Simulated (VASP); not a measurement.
Cd, 2 atoms in the cell. Symmetry: P6_3/mmc, No. 194, hexagonal system. Conventional cell: a = 3.139 Å, b = 3.139 Å, c = 5.919 Å, α = 90.00°, β = 90.00°, γ = 120.00°. Cd (site symmetry -6m2) has 12 Cd at 3.14 to 3.47 Å within 4.1 Å. 

```yaml
Program: VASP 6.6.1
Task: single point
Functional: PBE
Potentials_or_basis: VASP PAW PBE potentials, release 64 (Cd)
Cutoff: 500 eV
k_mesh: 6 × 6 × 4
Occupations: gaussian, width 0.272114 eV
Spin: no spin polarisation
Dipole_correction: no
Further_INCAR_settings: ALGO = Normal; EDIFF = 1e-06; NBANDS = 19
```

Potentials or basis: VASP PAW PBE potentials, release 64 (Cd).

The run is started by

```bash
$ cat potpaw_PBE.64/Cd/POTCAR > POTCAR
$ mpirun -np 1 vasp_std > vasp.out
```

Hardware: 1 thread of Intel Xeon 8259CL, on a shared host.

Problem. How long does it take, and how much memory?

Solution. Wall time 23 s on 1 thread of Intel Xeon 8259CL, on a shared host, peak memory 0.17 GiB. Counts: scf iterations 11, k points 21.
